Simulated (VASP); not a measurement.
Crystal: Al2Cu.

```
CELL_PARAMETERS angstrom
2.80357 0.00000 0.00000
0.00000 2.80524 0.00000
-1.07547 0.00000 5.81486
ATOMIC_POSITIONS crystal
Al 0.62801 0.50000 0.29000
Al 0.37199 0.50000 0.71000
Cu 0.00000 0.00000 0.00000
```

```yaml
Program: VASP 6.6.1
Task: relaxation of cell and atoms
Functional: PBE
Potentials_or_basis: VASP PAW PBE potentials, release 64 (Al, Cu)
Cutoff: 600 eV
k_mesh: 6 × 6 × 4
Occupations: gaussian, width 0.1 eV
Spin: no spin polarisation
```

At the start: pressure 0.3 GPa; volume 15.24 Å³/atom.

How do energy, volume and symmetry change on relaxing?

Over 7 steps the energy falls by 17.5 meV/atom and the volume is 15.38 Å³/atom (+0.9 %); space group P2/m (No. 10, to 0.1 Å) before and after.

The path:
```
step  energy change (eV)  largest force (eV/Å)  pressure (GPa)  volume (Å³)
   1              0.0000                0.1553            0.30        45.73
   2             -0.0319                0.1056           -0.18        45.91
   3             -0.0395                0.2784           -0.44        46.02
   4             -0.0471                0.1944            0.62        45.75
   5             -0.0481                0.1419            0.97        45.61
   6             -0.0525                0.0432           -0.16        46.23
   7             -0.0526                0.0240           -0.05        46.15
```

Final structure:
```xyz
3
Lattice="2.7794 0.0000 0.0017 0.0000 2.9511 0.0000 -1.0623 0.0000 5.6254" Properties=species:S:1:pos:R:3 pbc="T T T"
Al    1.4469    1.4756    1.6118
Al    0.2702    1.4756    4.0153
Cu    0.0000    0.0000    0.0000
```

Caveat: the k points lie up to 0.38 Å⁻¹ apart in the final cell, too coarse for converged energies and pressures of a metal.
